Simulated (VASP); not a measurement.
# Os (Fd-3m) in VASP: single point with r2SCAN

Aim: the single point of Os with r2SCAN.

Program: VASP 6.6.1. These are calculated values, not measurements. Logs are shortened: lines on timing, memory, paths and dates and some standing lists are left out, and cuts for length are marked.

## (1) The cell of the first run

The structure is cubic, space group Fd-3m (No. 227). The conventional cell has a = 5.517 Å, b = 5.517 Å, c = 5.517 Å, α = 90.00°, β = 90.00°, γ = 90.00°. Os (site symmetry -43m) has 4 Os at 2.39 Å within 3.2 Å.

## (2) Single point, r2SCAN

POSCAR reads:

```
Os
1.0
    0.0000000000      2.7585911663      2.7585911663
    2.7585911663      0.0000000000      2.7585911663
    2.7585911663      2.7585911663      0.0000000000
Os
2
Direct
    0.0000000000      0.0000000000      0.0000000000
    0.2500000000      0.2500000000      0.2500000000
```

INCAR.step1 reads:

```
SYSTEM = Os
PREC = Accurate ; ENCUT = 520
ISMEAR = 0 ; SIGMA = 0.1
LREAL = .FALSE. ; LASPH = .TRUE.
NELM = 100 ; NBANDS = 15
GGA = PE ; ALGO = Normal
EDIFF = 1E-4 ; LWAVE = .TRUE.
LCHARG = .FALSE.
```

INCAR.step2 reads:

```
SYSTEM = Os
PREC = Accurate ; ENCUT = 520
EDIFF = 1E-7 ; ISMEAR = 0
SIGMA = 0.1 ; LREAL = .FALSE.
LASPH = .TRUE. ; NELM = 100
ALGO = Normal ; ISIF = 2
LWAVE = .FALSE. ; LCHARG = .FALSE.
METAGGA = R2SCAN ; LMIXTAU = .TRUE.
NBANDS = 15 ; ISTART = 1
```

KPOINTS reads:

```
Automatic mesh
0
G
  18 18 18
  0 0 0
```

Potentials or basis: VASP PAW PBE potentials, release 64 (Os).

Started as:

```sh
> cat potpaw_PBE.64/Os/POTCAR > POTCAR
> cp INCAR.step1 INCAR
> mpirun -np 1 vasp_std > vasp.out
> cp INCAR.step2 INCAR
> mpirun -np 1 vasp_std > vasp.out
```

OUTCAR:

```text
SYSTEM = Os
   PREC = Accurate
   ENCUT = 520
   EDIFF = 1E-7
   ISMEAR = 0
   LREAL = .FALSE.
   LASPH = .TRUE.
   NELM = 100
   ISIF = 2
   METAGGA = R2SCAN
   ISTART = 1

 ion  position               nearest neighbor table
   1  0.000  0.000  0.000-   2 2.39   2 2.39   2 2.39   2 2.39
   2  0.250  0.250  0.250-   1 2.39   1 2.39   1 2.39   1 2.39

  LATTYP: Found a face centered cubic cell.
 ALAT       =     5.5171823326

  Lattice vectors:

 A1 = (   0.0000000000,   2.7585911663,   2.7585911663)
 A2 = (   2.7585911663,   0.0000000000,   2.7585911663)
 A3 = (   2.7585911663,   2.7585911663,   0.0000000000)

Analysis of symmetry for initial positions (statically):
=====================================================================
 Subroutine PRICEL returns:
 Original cell was already a primitive cell.

 Routine SETGRP: Setting up the symmetry group for a
 face centered cubic supercell.

 Subroutine GETGRP returns: Found 48 space group operations
 (whereof 24 operations were pure point group operations)
 out of a pool of 48 trial point group operations.

The static configuration has the point symmetry T_d .
 The point group associated with its full space group is O_h .

Analysis of symmetry for dynamics (positions and initial velocities):
=====================================================================
 Subroutine PRICEL returns:
 Original cell was already a primitive cell.

 Routine SETGRP: Setting up the symmetry group for a
 face centered cubic supercell.

 Subroutine GETGRP returns: Found 48 space group operations
 (whereof 24 operations were pure point group operations)
 out of a pool of 48 trial point group operations.

The dynamic configuration has the point symmetry T_d .
 The point group associated with its full space group is O_h .

 Subroutine INISYM returns: Found 48 space group operations
 (whereof 24 operations are pure point group operations),
 and found     1 'primitive' translations

----------------------------------------------------------------------------------------

                                     Primitive cell

  volume of cell :      41.9848

  direct lattice vectors                    reciprocal lattice vectors
     0.000000000  2.758591166  2.758591166    -0.181251940  0.181251940  0.181251940
     2.758591166  0.000000000  2.758591166     0.181251940 -0.181251940  0.181251940
     2.758591166  2.758591166  0.000000000     0.181251940  0.181251940 -0.181251940

  length of vectors
     3.901237040  3.901237040  3.901237040     0.313937569  0.313937569  0.313937569

  position of ions in fractional coordinates (direct lattice)
     0.000000000  0.000000000  0.000000000
[... 87 lines left out ...]
   TEBEG  =    0.0;   TEEND  =   0.0 temperature during run
   PSTRESS=    0.0 pullay stress
   NELECT =      16.0000    total number of electrons
   NUPDOWN=      -1.0000    fix difference up-down
   EMIN   =  10.00;   EMAX   =-10.00  energy-range for DOS
   EFERMI =   0.00;   METHOD = LEGACY
   ISMEAR =     0;   SIGMA  =   0.10  broadening in eV -4-tet -1-fermi 0-gaus
   EFERMI_NEDOS =   21; number of points for ismear=-14 and -15
   IALGO  =     38    algorithm
   IMIX   =      4    mixing-type and parameters
     AMIX     =   0.40;   BMIX     =  1.00
     AMIX_MAG =   1.60;   BMIX_MAG =  1.00
  volume/ion in A,a.u.               =      20.99       141.66
  Fermi-wavevector in a.u.,A,eV,Ry     =   1.186909  2.242933 19.167253  1.408753
  Thomas-Fermi vector in A             =   2.323072
   LORBIT       =      0    0 simple, 1 ext, 2 COOP (PROOUT), +10 PAW based schemes
   METAGGA = R2SCAN    functional components
   LHFCALC =     F    Hartree Fock is set to
   AEXX    =    0.0000 exact exchange contribution
   IVDW    =     0    specifies the selected vdW correction
   LEPSILON=     F    determine dielectric tensor
   LRPA    =     F    only Hartree local field effects (RPA)
 non-spin polarized calculation
 Gauss-broadening in eV      SIGMA  =   0.10
  energy-cutoff  :      520.00
  volume of cell :       41.98
 maximum number of plane-waves:      1158
 NGX is ok and might be reduce to    30
   NGX = 15   NGY = 15   NGZ = 15

 number of electron      16.0000000 magnetization

 Free energy of the ion-electron system (eV)
  ---------------------------------------------------
  ext. energy  EPLUGINS =         0.00000000
  ---------------------------------------------------
  free energy    TOTEN  =      -103.54763860 eV

  energy without entropy =     -103.54020936  energy(sigma->0) =     -103.54392398

 E-fermi :   4.4357     XC(G=0): -12.1596

 val. band max:        4.4345252732   @ k =  -0.4444   0.1111   0.0000
 cond. band min:       4.4466984536   @ k =   0.4444   0.2778   0.0000
 fundamental gap:      0.0121731804
 Fermi energy:         4.4357143895

 k-point     1 :       0.0000    0.0000    0.0000
  band No.  band energies     occupation
      1      -3.5110      2.00000
      2      -0.0559      2.00000
      3      -0.0559      2.00000
      4       0.6057      2.00000
      5       0.6057      2.00000
      6       0.6057      2.00000
      7       3.8914      2.00000
      8       3.8914      2.00000
      9       3.8914      2.00000
     10       7.1547      0.00000
     11       7.1547      0.00000
     12      16.5592      0.00000
     13      16.5743      0.00000
     14      17.9336      0.00000
[... 401 lines left out ...]
      2      -0.4130      2.00000
      3      -0.1015      2.00000
      4       0.4862      2.00000
      5       0.9141      2.00000
      6       1.2719      2.00000
      7       2.9595      2.00000
      8       3.7215      2.00000
      9       4.1739      1.99979
     10       6.7444      0.00000
     11       7.2199      0.00000
     12      12.2668      0.00000
     13      15.2083      0.00000
     14      15.7453      0.00000
     15      16.9927      0.00000

 [... further k-points ...]
[... 5 lines left out ...]
  --------------------------------------------------------------------------------------
  -------------------------------------------------------------------------------------
  Total       -0.2832211     -0.2832211     -0.2832211      0.0000000      0.0000000      0.0000000
  in kB      -10.8079709    -10.8079709    -10.8079709      0.0000000      0.0000000      0.0000000
  external PRESSURE =     -10.8079709 kB  Pullay stress =       0.0000000 kB

 VOLUME and BASIS-vectors are now :
 -----------------------------------------------------------------------------
  energy-cutoff  :      520.00
  volume of cell :       41.98
      direct lattice vectors                 reciprocal lattice vectors
     0.000000000  2.758591166  2.758591166    -0.181251940  0.181251940  0.181251940
     2.758591166  0.000000000  2.758591166     0.181251940 -0.181251940  0.181251940
     2.758591166  2.758591166  0.000000000     0.181251940  0.181251940 -0.181251940

 POSITION                                       TOTAL-FORCE (eV/Angst)
 -----------------------------------------------------------------------------------
      0.00000      0.00000      0.00000         0.000000     -0.000000     -0.000000
      1.37930      1.37930      1.37930        -0.000000      0.000000      0.000000
 -----------------------------------------------------------------------------------
    total drift:                                0.000000     -0.000000      0.000000

  FREE ENERGIE OF THE ION-ELECTRON SYSTEM (eV)
  ---------------------------------------------------
  free  energy   TOTEN  =      -103.5476386001 eV

  energy  without entropy=     -103.5402093578  energy(sigma->0) =     -103.54392398
```

OUTCAR.step1:

```text
SYSTEM = Os
   PREC = Accurate
   ENCUT = 520
   ISMEAR = 0
   LREAL = .FALSE.
   LASPH = .TRUE.
[... 656 lines left out ...]
      0.00000      0.00000      0.00000        -0.000000     -0.000000     -0.000000
      1.37930      1.37930      1.37930         0.000000      0.000000      0.000000
 -----------------------------------------------------------------------------------
    total drift:                                0.000000     -0.000000      0.000000

  FREE ENERGIE OF THE ION-ELECTRON SYSTEM (eV)
  ---------------------------------------------------
  free  energy   TOTEN  =       -20.0002511460 eV

  energy  without entropy=      -19.9924704701  energy(sigma->0) =      -19.99636081
```

Run time: 12 min. Hardware: 1 thread of Oxide Virtual Turin-like, shared host; peak memory 0.22 GiB.

What came out:

```
Free energy            : -103.5476 eV
Pressure               : -1.1 GPa
Band gap on the k mesh : zero (band 8 reaches 5.00 eV, above the bottom of band 9 at 3.85 eV)
```

Caveat: the PAW data sets were made with another functional, which shifts forces and pressure a little; spin-orbit coupling is left out, which moves the levels of the heavy elements.
